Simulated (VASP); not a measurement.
# Rb2LiGaF6 (Fm-3m) in VASP: single point with LDA

Aim: the single point of Rb2LiGaF6 with LDA.

Everything below comes from runs of VASP 6.6.1. Logs are shortened: lines on timing, memory, paths and dates and some standing lists are left out, and cuts for length are marked.

## (1) The cell of the first run

It takes space group Fm-3m (No. 225, cubic). The conventional cell has a = 8.330 Å, b = 8.330 Å, c = 8.330 Å, α = 90.00°, β = 90.00°, γ = 90.00°. Rb (site symmetry -43m) has 12 F at 2.95 Å and 4 Li at 3.61 Å and 4 Ga at 3.61 Å within 3.9 Å. Within 2.9 Å of Li (site symmetry m-3m) lie 6 F at 2.22 Å. Within 2.6 Å of Ga (site symmetry m-3m) lie 6 F at 1.95 Å. Within 2.6 Å of F (site symmetry 4mm) lie 1 Ga at 1.95 Å and 1 Li at 2.22 Å.

## (2) Single point, LDA

Contents of INCAR:

```
PREC     = Accurate       # precision mode
ENCUT    = 520            # plane-wave cutoff, eV
EDIFF    = 1E-6           # SCF threshold, eV
ISMEAR   = 0              # smearing method
SIGMA    = 0.01           # smearing width, eV
LREAL    = False          # projectors in reciprocal space
LASPH    = True           # aspherical terms in the spheres
NELM     = 80             # most SCF steps
ALGO     = Normal         # electronic algorithm
ISIF     = 2              # what is computed and relaxed
LWAVE    = False          # write WAVECAR
LCHARG   = True           # write CHGCAR
LELF     = True           # ELF
LVHAR    = True         
NBANDS   = 49             # bands
```

Contents of KPOINTS:

```
Automatic mesh
0
Gamma
  4 4 4
```

Contents of POSCAR:

```
Rb2LiGaF6
1.0
    0.0000000000      4.1650190000      4.1650190000
    4.1650190000      0.0000000000      4.1650190000
    4.1650190000      4.1650190000      0.0000000000
Rb Li Ga F
2 1 1 6
Direct
    0.2500000000      0.2500000000      0.2500000000
    0.7500000000      0.7500000000      0.7500000000
    0.5000000000      0.5000000000      0.5000000000
    0.0000000000      0.0000000000      0.0000000000
    0.2337950000      0.2337950000      0.7662050000
    0.2337950000      0.7662050000      0.7662050000
    0.7662050000      0.7662050000      0.2337950000
    0.2337950000      0.7662050000      0.2337950000
    0.7662050000      0.2337950000      0.7662050000
    0.7662050000      0.2337950000      0.2337950000
```

Potentials or basis: VASP PAW LDA potentials, release 64 (Rb_sv, Li_sv, Ga_d, F).

The run is started by

```console
cat potpaw_LDA.64/Rb_sv/POTCAR potpaw_LDA.64/Li_sv/POTCAR potpaw_LDA.64/Ga_d/POTCAR potpaw_LDA.64/F/POTCAR > POTCAR
mpirun -np 1 vasp_std > vasp.out
```

OUTCAR:

```text
PREC = Accurate
   ENCUT = 520
   EDIFF = 1E-6
   ISMEAR = 0
   LREAL = False
   LASPH = True
   NELM = 80
   ISIF = 2

 ion  position               nearest neighbor table
   1  0.250  0.250  0.250-   7 2.95   7 2.95   5 2.95   5 2.95   9 2.95   8 2.95  10 2.95   6 2.95
                             9 2.95   6 2.95   8 2.95  10 2.95   4 3.61   4 3.61   4 3.61   3 3.61
   2  0.750  0.750  0.750-   7 2.95   7 2.95   5 2.95   5 2.95   8 2.95  10 2.95   9 2.95   9 2.95
                            10 2.95   6 2.95   6 2.95   8 2.95   3 3.61   3 3.61   4 3.61   3 3.61
   3  0.500  0.500  0.500-   5 2.22   6 2.22   7 2.22   8 2.22   9 2.22  10 2.22   1 3.61   1 3.61
                             1 3.61   2 3.61   2 3.61   2 3.61   2 3.61   1 3.61
   4  0.000  0.000  0.000-   5 1.95   6 1.95   7 1.95   8 1.95   9 1.95  10 1.95   2 3.61   2 3.61
                             2 3.61   1 3.61   1 3.61   1 3.61   2 3.61   1 3.61
   5  0.234  0.234  0.766-   4 1.95   3 2.22   1 2.95   2 2.95   2 2.95   1 2.95
   6  0.234  0.766  0.766-   4 1.95   3 2.22   2 2.95   2 2.95   1 2.95   1 2.95
   7  0.766  0.766  0.234-   4 1.95   3 2.22   2 2.95   2 2.95   1 2.95   1 2.95
   8  0.234  0.766  0.234-   4 1.95   3 2.22   1 2.95   2 2.95   2 2.95   1 2.95
   9  0.766  0.234  0.766-   4 1.95   3 2.22   2 2.95   2 2.95   1 2.95   1 2.95
  10  0.766  0.234  0.234-   4 1.95   3 2.22   1 2.95   2 2.95   2 2.95   1 2.95

  LATTYP: Found a face centered cubic cell.
 ALAT       =     8.3300380000

  Lattice vectors:

 A1 = (   0.0000000000,   4.1650190000,   4.1650190000)
 A2 = (   4.1650190000,   0.0000000000,   4.1650190000)
 A3 = (   4.1650190000,   4.1650190000,   0.0000000000)

Analysis of symmetry for initial positions (statically):
=====================================================================
 Subroutine PRICEL returns:
 Original cell was already a primitive cell.

 Routine SETGRP: Setting up the symmetry group for a
 face centered cubic supercell.

 Subroutine GETGRP returns: Found 48 space group operations
[... 9 lines left out ...]

 Routine SETGRP: Setting up the symmetry group for a
 face centered cubic supercell.

 Subroutine GETGRP returns: Found 48 space group operations
[... 11 lines left out ...]
                                     Primitive cell

  volume of cell :     144.5044

  direct lattice vectors                    reciprocal lattice vectors
     0.000000000  4.165019000  4.165019000    -0.120047472  0.120047472  0.120047472
     4.165019000  0.000000000  4.165019000     0.120047472 -0.120047472  0.120047472
     4.165019000  4.165019000  0.000000000     0.120047472  0.120047472 -0.120047472

  length of vectors
     5.890226357  5.890226357  5.890226357     0.207928320  0.207928320  0.207928320

  position of ions in fractional coordinates (direct lattice)
     0.250000000  0.250000000  0.250000000
     0.750000000  0.750000000  0.750000000
     0.500000000  0.500000000  0.500000000
     0.000000000  0.000000000  0.000000000
     0.233795000  0.233795000  0.766205000
     0.233795000  0.766205000  0.766205000
     0.766205000  0.766205000  0.233795000
     0.233795000  0.766205000  0.233795000
     0.766205000  0.233795000  0.766205000
     0.766205000  0.233795000  0.233795000

  ion indices of the primitive-cell ions
   primitive index   ion index
                 1           1
                 2           2
                 3           3
                 4           4
                 5           5
                 6           6
                 7           7
                 8           8
                 9           9
                10          10

----------------------------------------------------------------------------------------

 KPOINTS: Automatic mesh

Automatic generation of k-mesh.
 Grid dimensions read from file:
 generate k-points for:    4    4    4

 Generating k-lattice:

  Cartesian coordinates                     Fractional coordinates (reciprocal lattice)
    -0.030011868  0.030011868  0.030011868     0.250000000  0.000000000  0.000000000
     0.030011868 -0.030011868  0.030011868     0.000000000  0.250000000  0.000000000
     0.030011868  0.030011868 -0.030011868     0.000000000  0.000000000  0.250000000

  Length of vectors
     0.051982080  0.051982080  0.051982080

  Shift w.r.t. Gamma in fractional coordinates (k-lattice)
     0.000000000  0.000000000  0.000000000

 Subroutine IBZKPT returns following result:
 ===========================================

 Found      8 irreducible k-points:

 Following reciprocal coordinates:
            Coordinates               Weight
  0.000000  0.000000  0.000000      1.000000
  0.250000  0.000000  0.000000      8.000000
  0.500000  0.000000  0.000000      4.000000
  0.250000  0.250000  0.000000      6.000000
  0.500000  0.250000  0.000000     24.000000
 -0.250000  0.250000  0.000000     12.000000
  0.500000  0.500000  0.000000      3.000000
 -0.250000  0.500000  0.250000      6.000000
   k-points           NKPTS =      8   k-points in BZ     NKDIM =      8   number of bands    NBANDS=     49
   number of dos      NEDOS =    301   number of ions     NIONS =     10
   total plane-waves  NPLWV = 110592
   dimension x,y,z NGX =    48 NGY =   48 NGZ =   48
   dimension x,y,z NGXF=    96 NGYF=   96 NGZF=   96
   ions per type =               2   1   1   6
   NGX,Y,Z   is equivalent  to a cutoff of  13.55, 13.55, 13.55 a.u.
   NGXF,Y,Z  is equivalent  to a cutoff of  27.10, 27.10, 27.10 a.u.
 SYSTEM =  unknown system
   PREC   = accura    normal or accurate (medium, high low for compatibility)
   ISTART =      0    job   : 0-new  1-cont  2-samecut
   ICHARG =      2    charge: 1-file 2-atom 10-const
   ISPIN  =      1    spin polarized calculation?
   LNONCOLLINEAR =      F non collinear calculations
   LSORBIT =      F    spin-orbit coupling
   LASPH  =      T    aspherical Exc in radial PAW
   ENCUT  =  520.0 eV  38.22 Ry    6.18 a.u.  10.95 10.95 10.95*2*pi/ulx,y,z
   NELM   =     80;   NELMIN=  2; NELMDL= -5     # of ELM steps
   EDIFF  = 0.1E-05   stopping-criterion for ELM
   LREAL  =      F    real-space projection
   EDIFFG = 0.1E-04   stopping-criterion for IOM
   NSW    =      0    number of steps for IOM
   IBRION =     -1    ionic relax: 0-MD 1-quasi-New 2-CG
   NFREE  =      0    steps in history (QN), initial steepest desc. (CG)
   ISIF   =      2    stress and relaxation
   ISYM   =      2    0-nonsym 1-usesym 2-fastsym
   POTIM  = 0.5000    time-step for ionic-motion
   TEBEG  =    0.0;   TEEND  =   0.0 temperature during run
   PSTRESS=    0.0 pullay stress
   NELECT =      76.0000    total number of electrons
   NUPDOWN=      -1.0000    fix difference up-down
   EMIN   =  10.00;   EMAX   =-10.00  energy-range for DOS
   EFERMI =   0.00;   METHOD = LEGACY
   ISMEAR =     0;   SIGMA  =   0.01  broadening in eV -4-tet -1-fermi 0-gaus
   EFERMI_NEDOS =   21; number of points for ismear=-14 and -15
   IALGO  =     38    algorithm
   IMIX   =      4    mixing-type and parameters
     AMIX     =   0.40;   BMIX     =  1.00
     AMIX_MAG =   1.60;   BMIX_MAG =  1.00
  volume/ion in A,a.u.               =      14.45        97.52
  Fermi-wavevector in a.u.,A,eV,Ry     =   1.321455  2.497188 23.759082  1.746243
  Thomas-Fermi vector in A             =   2.451208
   LORBIT       =      0    0 simple, 1 ext, 2 COOP (PROOUT), +10 PAW based schemes
   GGA     = CA    functional components
   LHFCALC =     F    Hartree Fock is set to
   AEXX    =    0.0000 exact exchange contribution
   IVDW    =     0    specifies the selected vdW correction
   LEPSILON=     F    determine dielectric tensor
   LRPA    =     F    only Hartree local field effects (RPA)
 non-spin polarized calculation
 Gauss-broadening in eV      SIGMA  =   0.01
  energy-cutoff  :      520.00
  volume of cell :      144.50
 maximum number of plane-waves:      3897
 NGX is ok and might be reduce to    48
   NGX = 21   NGY = 21   NGZ = 21

 number of electron      75.9999964 magnetization

 Free energy of the ion-electron system (eV)
  ---------------------------------------------------
  ext. energy  EPLUGINS =         0.00000000
  ---------------------------------------------------
  free energy    TOTEN  =       -50.47791374 eV

  energy without entropy =      -50.47791374  energy(sigma->0) =      -50.47791374

 E-fermi :  -2.3019     XC(G=0): -10.0529

 val. band max:       -2.3631394087   @ k =   0.0000   0.0000   0.0000
 cond. band min:       3.3526015455   @ k =   0.0000   0.0000   0.0000
 fundamental gap:      5.7157409542
 Fermi energy:        -2.3018612226

 k-point     1 :       0.0000    0.0000    0.0000
  band No.  band energies     occupation
      1     -43.2631      2.00000
      2     -24.2482      2.00000
      3     -24.0983      2.00000
      4     -22.0116      2.00000
      5     -21.5681      2.00000
      6     -21.5681      2.00000
[... 41 lines left out ...]
     48      10.1038      0.00000
     49      11.6018      0.00000

 k-point     2 :       0.2500    0.0000    0.0000
  band No.  band energies     occupation
      1     -43.2631      2.00000
      2     -24.2152      2.00000
      3     -24.1095      2.00000
      4     -22.0250      2.00000
      5     -21.6002      2.00000
      6     -21.5541      2.00000
[... 41 lines left out ...]
     48      10.0632      0.00000
     49      10.6842      0.00000

 k-point     3 :       0.5000    0.0000    0.0000
  band No.  band energies     occupation
      1     -43.2631      2.00000
      2     -24.1530      2.00000
      3     -24.1494      2.00000
      4     -22.0389      2.00000
      5     -21.6316      2.00000
      6     -21.5287      2.00000
[... 249 lines left out ...]
     48      10.4812      0.00000
     49      10.4911      0.00000

 k-point     8 :      -0.2500    0.5000    0.2500
  band No.  band energies     occupation
      1     -43.2632      2.00000
      2     -24.1428      2.00000
      3     -24.1428      2.00000
      4     -22.0474      2.00000
      5     -21.6254      2.00000
      6     -21.5604      2.00000
[... 41 lines left out ...]
     48      10.1079      0.00000
     49      10.3865      0.00000

------------------------ aborting loop because EDIFF is reached ----------------------------------------

  FORCE on cell =-STRESS in cart. coord.  units (eV):
  Direction    XX          YY          ZZ          XY          YZ          ZX
  --------------------------------------------------------------------------------------
  -------------------------------------------------------------------------------------
  Total       -6.3399097     -6.3399097     -6.3399097     -0.0000000      0.0000000     -0.0000000
  in kB      -70.2930998    -70.2930998    -70.2930998     -0.0000000      0.0000000     -0.0000000
  external PRESSURE =     -70.2930998 kB  Pullay stress =       0.0000000 kB

 VOLUME and BASIS-vectors are now :
 -----------------------------------------------------------------------------
  energy-cutoff  :      520.00
  volume of cell :      144.50
      direct lattice vectors                 reciprocal lattice vectors
     0.000000000  4.165019000  4.165019000    -0.120047472  0.120047472  0.120047472
     4.165019000  0.000000000  4.165019000     0.120047472 -0.120047472  0.120047472
     4.165019000  4.165019000  0.000000000     0.120047472  0.120047472 -0.120047472

 POSITION                                       TOTAL-FORCE (eV/Angst)
 -----------------------------------------------------------------------------------
      2.08251      2.08251      2.08251        -0.000000      0.000000      0.000000
      6.24753      6.24753      6.24753         0.000000      0.000000      0.000000
      4.16502      4.16502      4.16502         0.000000      0.000000     -0.000000
      0.00000      0.00000      0.00000         0.000000      0.000000     -0.000000
      4.16502      4.16502      1.94752         0.000000      0.000000     -0.372773
      6.38252      4.16502      4.16502         0.372773      0.000000     -0.000000
      4.16502      4.16502      6.38252         0.000000      0.000000      0.372773
      4.16502      1.94752      4.16502         0.000000     -0.372773     -0.000000
      4.16502      6.38252      4.16502         0.000000      0.372773     -0.000000
      1.94752      4.16502      4.16502        -0.372773      0.000000     -0.000000
 -----------------------------------------------------------------------------------
    total drift:                                0.000000      0.000000      0.000000

  FREE ENERGIE OF THE ION-ELECTRON SYSTEM (eV)
  ---------------------------------------------------
  free  energy   TOTEN  =       -50.4779137356 eV

  energy  without entropy=      -50.4779137356  energy(sigma->0) =      -50.47791374
```

Run time: 62 s. Hardware: 1 thread of AMD EPYC 9R45 (Zen 5), shared host; peak memory 0.25 GiB.

Results:

```yaml
Free_energy: -50.4779 eV
Largest_force: 0.373 eV/Å
Band_gap_on_the_k_mesh: 5.72 eV, direct
```

Forces in eV/Å, atoms in the order of the input:
```
Rb   0.000  0.000  0.000
Rb   0.000  0.000  0.000
Li   0.000  0.000  0.000
Ga   0.000  0.000  0.000
F    0.000  0.000 -0.373
F    0.373  0.000  0.000
F    0.000  0.000  0.373
F    0.000 -0.373  0.000
F    0.000  0.373  0.000
F   -0.373  0.000  0.000
```

Caveat: the cutoff is under 1.25 times the usual one of these potentials, so pressure, stress and relaxed cells hold a basis-set (Pulay) error.
